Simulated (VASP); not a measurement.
# Sc3SbP2 (P-4m2) in VASP: notebook

Sc3SbP2 is run at these levels: PBE; tasks: single point, relaxation of cell and atoms.

Everything below comes from runs of VASP 6.6.1. Logs are shortened: lines on timing, memory, paths and dates and some standing lists are left out, and cuts for length are marked.

**1. The cell of the first run**

The structure is tetragonal, space group P-4m2 (No. 115). Conventional cell: a = 4.021 Å, b = 4.021 Å, c = 6.689 Å, α = 90.00°, β = 90.00°, γ = 90.00°. Sc (site symmetry -4m2) has 4 P at 2.69 Å and 4 Sb at 2.84 Å and 4 Sc at 2.96 Å within 3.5 Å. Sc (site symmetry 2mm) has 5 P at 2.73 to 2.87 Å and 6 Sc at 2.96 to 3.69 Å and 2 Sb at 2.96 Å within 3.7 Å. Within 3.5 Å of Sb (site symmetry -4m2) lie 4 P at 2.69 Å and 8 Sc at 2.84 to 2.96 Å. P (site symmetry 2mm) has 7 Sc at 2.69 to 2.87 Å and 2 Sb at 2.69 Å within 3.5 Å.

The cell was generated, and may not be a known phase.

**2. Single point, PBE**

The input, INCAR:

```
  ALGO = Normal
  EDIFF = 1E-7
  ENCUT = 520
  GGA = PE
  ISIF = 2
  ISMEAR = 0
  LASPH = True
  LCHARG = False
  LREAL = False
  LWAVE = False
  NBANDS = 33
  NELM = 100
  PREC = Accurate
  SIGMA = 0.1
```

The input, KPOINTS:

```
k-points
0
Gamma
  4 4 4
```

The input, POSCAR:

```
Sc3SbP2
1.0
    4.0210367900      0.0000000000      0.0000000000
    0.0000000000      4.0210367900      0.0000000000
    0.0000000000      0.0000000000      6.6887373300
Sc Sb P
3 1 2
Direct
    0.0000000000      0.0000000000      0.0000000000
    0.5000000000      0.0000000000      0.6756250300
    0.0000000000      0.5000000000      0.3243749700
    0.5000000000      0.5000000000      0.0000000000
    0.5000000000      0.0000000000      0.2671410100
    0.0000000000      0.5000000000      0.7328589900
```

Potentials or basis: VASP PAW PBE potentials, release 64 (Sc_sv, Sb, P).

Command:

```
cat potpaw_PBE.64/Sc_sv/POTCAR potpaw_PBE.64/Sb/POTCAR potpaw_PBE.64/P/POTCAR > POTCAR
mpirun -np 1 vasp_std > vasp.out
```

OUTCAR:

```text
EDIFF = 1E-7
   ENCUT = 520
   GGA = PE
   ISIF = 2
   ISMEAR = 0
   LASPH = True
   LREAL = False
   NELM = 100
   PREC = Accurate

 ion  position               nearest neighbor table
   1  0.000  0.000  0.000-   5 2.69   6 2.69   6 2.69   5 2.69   4 2.84   4 2.84   4 2.84   4 2.84
                             2 2.96   3 2.96   3 2.96   2 2.96
   2  0.500  0.000  0.676-   5 2.73   6 2.87   6 2.87   6 2.87   6 2.87   1 2.96   1 2.96   4 2.96
                             4 2.96
   3  0.000  0.500  0.324-   6 2.73   5 2.87   5 2.87   5 2.87   5 2.87   1 2.96   4 2.96   4 2.96
                             1 2.96
   4  0.500  0.500  0.000-   5 2.69   6 2.69   5 2.69   6 2.69   1 2.84   1 2.84   1 2.84   1 2.84
                             2 2.96   3 2.96   2 2.96   3 2.96
   5  0.500  0.000  0.267-   1 2.69   4 2.69   4 2.69   1 2.69   2 2.73   3 2.87   3 2.87   3 2.87
                             3 2.87
   6  0.000  0.500  0.733-   1 2.69   4 2.69   1 2.69   4 2.69   3 2.73   2 2.87   2 2.87   2 2.87
                             2 2.87

  LATTYP: Found a simple tetragonal cell.
 ALAT       =     4.0210367900
 C/A-ratio  =     1.6634359941

  Lattice vectors:

 A1 = (   4.0210367900,   0.0000000000,   0.0000000000)
 A2 = (   0.0000000000,   4.0210367900,   0.0000000000)
 A3 = (   0.0000000000,   0.0000000000,   6.6887373300)

Analysis of symmetry for initial positions (statically):
=====================================================================
 Subroutine PRICEL returns:
 Original cell was already a primitive cell.

 Routine SETGRP: Setting up the symmetry group for a
 simple tetragonal supercell.

 Subroutine GETGRP returns: Found  8 space group operations
 (whereof  8 operations were pure point group operations)
 out of a pool of 16 trial point group operations.

The static configuration has the point symmetry D_2d.

Analysis of symmetry for dynamics (positions and initial velocities):
=====================================================================
 Subroutine PRICEL returns:
 Original cell was already a primitive cell.

 Routine SETGRP: Setting up the symmetry group for a
 simple tetragonal supercell.

 Subroutine GETGRP returns: Found  8 space group operations
 (whereof  8 operations were pure point group operations)
 out of a pool of 16 trial point group operations.

The dynamic configuration has the point symmetry D_2d.

 Subroutine INISYM returns: Found  8 space group operations
 (whereof  8 operations are pure point group operations),
 and found     1 'primitive' translations

----------------------------------------------------------------------------------------

                                     Primitive cell

  volume of cell :     108.1484

  direct lattice vectors                    reciprocal lattice vectors
     4.021036790  0.000000000  0.000000000     0.248692079  0.000000000  0.000000000
     0.000000000  4.021036790  0.000000000     0.000000000  0.248692079  0.000000000
     0.000000000  0.000000000  6.688737330     0.000000000  0.000000000  0.149505049

  length of vectors
     4.021036790  4.021036790  6.688737330     0.248692079  0.248692079  0.149505049

  position of ions in fractional coordinates (direct lattice)
     0.000000000  0.000000000  0.000000000
     0.500000000  0.000000000  0.675625030
     0.000000000  0.500000000  0.324374970
     0.500000000  0.500000000  0.000000000
     0.500000000  0.000000000  0.267141010
     0.000000000  0.500000000  0.732858990

  ion indices of the primitive-cell ions
   primitive index   ion index
                 1           1
                 2           2
                 3           3
                 4           4
                 5           5
                 6           6

----------------------------------------------------------------------------------------

 KPOINTS: k-points

Automatic generation of k-mesh.
 Grid dimensions read from file:
 generate k-points for:    4    4    4

 Generating k-lattice:

  Cartesian coordinates                     Fractional coordinates (reciprocal lattice)
     0.062173020  0.000000000  0.000000000     0.250000000  0.000000000  0.000000000
     0.000000000  0.062173020  0.000000000     0.000000000  0.250000000  0.000000000
     0.000000000  0.000000000  0.037376262     0.000000000  0.000000000  0.250000000

  Length of vectors
     0.062173020  0.062173020  0.037376262

  Shift w.r.t. Gamma in fractional coordinates (k-lattice)
     0.000000000  0.000000000  0.000000000

 Subroutine IBZKPT returns following result:
 ===========================================

 Found     18 irreducible k-points:

 Following reciprocal coordinates:
            Coordinates               Weight
  0.000000  0.000000  0.000000      1.000000
  0.250000  0.000000  0.000000      4.000000
  0.500000  0.000000  0.000000      2.000000
  0.250000  0.250000  0.000000      4.000000
  0.500000  0.250000  0.000000      4.000000
  0.500000  0.500000  0.000000      1.000000
[... 10 lines left out ...]
  0.500000  0.250000  0.500000      4.000000
  0.500000  0.500000  0.500000      1.000000
   k-points           NKPTS =     18   k-points in BZ     NKDIM =     18   number of bands    NBANDS=     33
   number of dos      NEDOS =    301   number of ions     NIONS =      6
   total plane-waves  NPLWV =  45000
   dimension x,y,z NGX =    30 NGY =   30 NGZ =   50
   dimension x,y,z NGXF=    60 NGYF=   60 NGZF=  100
   ions per type =               3   1   2
   NGX,Y,Z   is equivalent  to a cutoff of  12.40, 12.40, 12.43 a.u.
   NGXF,Y,Z  is equivalent  to a cutoff of  24.81, 24.81, 24.85 a.u.
 SYSTEM =  unknown system
   PREC   = accura    normal or accurate (medium, high low for compatibility)
   ISTART =      0    job   : 0-new  1-cont  2-samecut
   ICHARG =      2    charge: 1-file 2-atom 10-const
   ISPIN  =      1    spin polarized calculation?
   LNONCOLLINEAR =      F non collinear calculations
   LSORBIT =      F    spin-orbit coupling
   LASPH  =      T    aspherical Exc in radial PAW
   ENCUT  =  520.0 eV  38.22 Ry    6.18 a.u.   7.48  7.48 12.44*2*pi/ulx,y,z
   NELM   =    100;   NELMIN=  2; NELMDL= -5     # of ELM steps
   EDIFF  = 0.1E-06   stopping-criterion for ELM
   LREAL  =      F    real-space projection
   EDIFFG = 0.1E-05   stopping-criterion for IOM
   NSW    =      0    number of steps for IOM
   IBRION =     -1    ionic relax: 0-MD 1-quasi-New 2-CG
   NFREE  =      0    steps in history (QN), initial steepest desc. (CG)
   ISIF   =      2    stress and relaxation
   ISYM   =      2    0-nonsym 1-usesym 2-fastsym
   POTIM  = 0.5000    time-step for ionic-motion
   TEBEG  =    0.0;   TEEND  =   0.0 temperature during run
   PSTRESS=    0.0 pullay stress
   NELECT =      48.0000    total number of electrons
   NUPDOWN=      -1.0000    fix difference up-down
   EMIN   =  10.00;   EMAX   =-10.00  energy-range for DOS
   EFERMI =   0.00;   METHOD = LEGACY
   ISMEAR =     0;   SIGMA  =   0.10  broadening in eV -4-tet -1-fermi 0-gaus
   EFERMI_NEDOS =   21; number of points for ismear=-14 and -15
   IALGO  =     38    algorithm
   IMIX   =      4    mixing-type and parameters
     AMIX     =   0.40;   BMIX     =  1.00
     AMIX_MAG =   1.60;   BMIX_MAG =  1.00
  volume/ion in A,a.u.               =      18.02       121.64
  Fermi-wavevector in a.u.,A,eV,Ry     =   1.248768  2.359830 21.217225  1.559422
  Thomas-Fermi vector in A             =   2.382840
   LORBIT       =      0    0 simple, 1 ext, 2 COOP (PROOUT), +10 PAW based schemes
   GGA     = PE    functional components
   LHFCALC =     F    Hartree Fock is set to
   AEXX    =    0.0000 exact exchange contribution
   IVDW    =     0    specifies the selected vdW correction
   LEPSILON=     F    determine dielectric tensor
   LRPA    =     F    only Hartree local field effects (RPA)
 non-spin polarized calculation
 Gauss-broadening in eV      SIGMA  =   0.10
  energy-cutoff  :      520.00
  volume of cell :      108.15
 maximum number of plane-waves:      2945
 NGX is ok and might be reduce to    30
   NGX = 15   NGY = 15   NGZ = 25

 number of electron      48.0000008 magnetization

 Free energy of the ion-electron system (eV)
  ---------------------------------------------------
  ext. energy  EPLUGINS =         0.00000000
  ---------------------------------------------------
  free energy    TOTEN  =       -37.29503204 eV

  energy without entropy =      -37.26491750  energy(sigma->0) =      -37.27997477

 E-fermi :   7.9461     XC(G=0): -11.0044

 val. band max:        7.8654863310   @ k =   0.5000   0.2500   0.2500
 cond. band min:       7.9494976832   @ k =   0.2500   0.0000   0.5000
 fundamental gap:      0.0840113522
 Fermi energy:         7.9461328928

 k-point     1 :       0.0000    0.0000    0.0000
  band No.  band energies     occupation
      1     -41.7108      2.00000
      2     -41.6981      2.00000
      3     -41.1759      2.00000
      4     -20.4459      2.00000
      5     -20.4459      2.00000
      6     -20.3793      2.00000
[... 25 lines left out ...]
     32      10.0156      0.00000
     33      10.7955      0.00000

 k-point     2 :       0.2500    0.0000    0.0000
  band No.  band energies     occupation
      1     -41.7077      2.00000
      2     -41.6987      2.00000
      3     -41.1761      2.00000
      4     -20.4781      2.00000
      5     -20.4391      2.00000
      6     -20.4046      2.00000
[... 25 lines left out ...]
     32      10.7025      0.00000
     33      10.7314      0.00000

 k-point     3 :       0.5000    0.0000    0.0000
  band No.  band energies     occupation
      1     -41.7029      2.00000
      2     -41.7009      2.00000
      3     -41.1763      2.00000
      4     -20.5016      2.00000
      5     -20.4317      2.00000
      6     -20.4286      2.00000
[... 25 lines left out ...]
     32      10.4250      0.00000
     33      10.9247      0.00000

 k-point     4 :       0.2500    0.2500    0.0000
  band No.  band energies     occupation
      1     -41.7051      2.00000
      2     -41.6988      2.00000
      3     -41.1761      2.00000
      4     -20.4768      2.00000
      5     -20.4577      2.00000
      6     -20.4125      2.00000
[... 25 lines left out ...]
     32      10.4083      0.00000
     33      10.8142      0.00000

 k-point     5 :       0.5000    0.2500    0.0000
  band No.  band energies     occupation
      1     -41.7012      2.00000
      2     -41.7002      2.00000
      3     -41.1761      2.00000
      4     -20.4931      2.00000
      5     -20.4500      2.00000
      6     -20.4299      2.00000
[... 388 lines left out ...]
 k-point    16 :       0.2500    0.2500    0.5000
  band No.  band energies     occupation
      1     -41.7030      2.00000
      2     -41.7009      2.00000
      3     -41.1761      2.00000
      4     -20.4869      2.00000
      5     -20.4267      2.00000
      6     -20.4209      2.00000
[... 25 lines left out ...]
     32      10.5132      0.00000
     33      10.6076      0.00000

 k-point    17 :       0.5000    0.2500    0.5000
  band No.  band energies     occupation
      1     -41.7012      2.00000
      2     -41.7002      2.00000
      3     -41.1761      2.00000
      4     -20.5081      2.00000
      5     -20.4400      2.00000
      6     -20.4220      2.00000
[... 25 lines left out ...]
     32      10.4434      0.00000
     33      11.1587      0.00000

 k-point    18 :       0.5000    0.5000    0.5000
  band No.  band energies     occupation
      1     -41.6994      2.00000
      2     -41.6994      2.00000
      3     -41.1759      2.00000
      4     -20.5288      2.00000
      5     -20.4354      2.00000
      6     -20.4152      2.00000
[... 25 lines left out ...]
     32      10.7303      0.00000
     33      10.7724      0.00000

------------------------ aborting loop because EDIFF is reached ----------------------------------------

  FORCE on cell =-STRESS in cart. coord.  units (eV):
  Direction    XX          YY          ZZ          XY          YZ          ZX
  --------------------------------------------------------------------------------------
  -------------------------------------------------------------------------------------
  Total        2.9027218      2.9027218     18.2547021      0.0000000     -0.0000000      0.0000000
  in kB       43.0027036     43.0027036    270.4363706      0.0000000     -0.0000000      0.0000000
  external PRESSURE =     118.8139259 kB  Pullay stress =       0.0000000 kB

 VOLUME and BASIS-vectors are now :
 -----------------------------------------------------------------------------
  energy-cutoff  :      520.00
  volume of cell :      108.15
      direct lattice vectors                 reciprocal lattice vectors
     4.021036790  0.000000000  0.000000000     0.248692079  0.000000000  0.000000000
     0.000000000  4.021036790  0.000000000     0.000000000  0.248692079  0.000000000
     0.000000000  0.000000000  6.688737330     0.000000000  0.000000000  0.149505049

 POSITION                                       TOTAL-FORCE (eV/Angst)
 -----------------------------------------------------------------------------------
      0.00000      0.00000      0.00000        -0.000000     -0.000000      0.000000
      2.01052      0.00000      4.51908        -0.000000     -0.000000     -2.764797
      0.00000      2.01052      2.16966         0.000000      0.000000      2.764797
      2.01052      2.01052      0.00000        -0.000000      0.000000      0.000000
      2.01052      0.00000      1.78684        -0.000000     -0.000000      3.008187
      0.00000      2.01052      4.90190        -0.000000      0.000000     -3.008187
 -----------------------------------------------------------------------------------
    total drift:                                0.000000      0.000000      0.000000

  FREE ENERGIE OF THE ION-ELECTRON SYSTEM (eV)
  ---------------------------------------------------
  free  energy   TOTEN  =       -37.2950320448 eV

  energy  without entropy=      -37.2649175004  energy(sigma->0) =      -37.27997477
```

Wall time 2.6 min (1 thread of Oxide Virtual Turin-like, shared host); peak memory 0.2 GiB.

What came out:

- Free energy: -37.2950 eV
- Pressure: 11.9 GPa
- Largest force: 3.008 eV/Å
- Band gap on the k mesh: zero (bands 24 and 25 overlap by 0.51 eV)

Forces on the atoms (eV/Å):
```
Sc   0.000  0.000  0.000
Sc   0.000  0.000 -2.765
Sc   0.000  0.000  2.765
Sb   0.000  0.000  0.000
P    0.000  0.000  3.008
P    0.000  0.000 -3.008
```

Stress tensor (GPa, compression positive):
```
 4.30  0.00  0.00
 0.00  4.30  0.00
 0.00  0.00 27.04
```

Levels at points of the mesh, in eV from the Fermi level:
```
           k point  band 21  band 22  band 23  band 24  band 25  band 26  band 27  band 28
(0.00, 0.00, 0.00)    -2.61    -2.54    -0.81    -0.20    -0.20    -0.16     0.21     0.66
(0.50, 0.00, 0.00)    -1.55    -1.50    -1.40    -0.42     0.52     0.64     1.56     1.61
(0.50, 0.50, 0.00)    -2.54    -2.22    -2.22    -0.81     1.54     1.69     1.73     1.73
(0.00, 0.00, 0.50)    -2.56    -1.55    -0.63     0.31     0.31     0.42     0.56     0.95
(0.50, 0.00, 0.50)    -2.45    -1.13    -1.01    -0.56     0.20     0.88     1.24     1.52
(0.50, 0.50, 0.50)    -1.17    -1.17    -1.10    -0.86    -0.14     1.63     1.94     1.94
```

Caveat: the k points lie up to 0.39 Å⁻¹ apart, too coarse for converged energies and pressures of a metal; spin-orbit coupling is left out, which moves the levels of the heavy elements; forces of over 1 eV/Å act on the atoms, so gaps and moduli don't describe the material at rest.

(Part 1 of 3 ends here.)

The gap in the log of VASP goes by the Fermi energy; the results here count the filled bands.